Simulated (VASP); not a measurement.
NbB2, 3 atoms in the cell. Symmetry: P6/mmm, No. 191, hexagonal system. Conventional cell: a = 3.008 Å, b = 3.008 Å, c = 3.170 Å, α = 90.00°, β = 90.00°, γ = 120.00°. Nb (site symmetry 6/mmm) has 12 B at 2.35 Å and 6 Nb at 3.01 Å within 3.1 Å. B (site symmetry -6m2) has 3 B at 1.74 Å within 2.3 Å.  This cell differs from its parent crystal: volume scaled by 0.91, then relaxed in part.

| Quantity | Value |
| --- | --- |
| Program | VASP 6.6.1 |
| Task | single point |
| Functional | PBEsol |
| Potentials or basis | VASP PAW PBE potentials, release 64 (Nb_sv, B) |
| Cutoff | 520 eV |
| k mesh | 18 × 18 × 12 |
| Occupations | gaussian, width 0.1 eV |
| Spin | no spin polarisation |
| Dipole correction | no |
| Further INCAR settings | ALGO = Normal; EDIFF = 1e-06; NBANDS = 16 |

Potentials or basis: VASP PAW PBE potentials, release 64 (Nb_sv, B).

Run with:

```console
$ cat potpaw_PBE.64/Nb_sv/POTCAR potpaw_PBE.64/B/POTCAR > POTCAR
$ mpirun -np 1 vasp_std > vasp.out
```

Hardware: 1 thread of Intel(R) Xeon(R) 6975P-C (Granite Rapids), with other jobs on the host.

Q: Estimate the wall time of this run.

A: Wall time 27 s on 1 thread of Intel(R) Xeon(R) 6975P-C (Granite Rapids) (shared host), peak memory 0.22 GiB. Counts: scf iterations 13, k points 259.
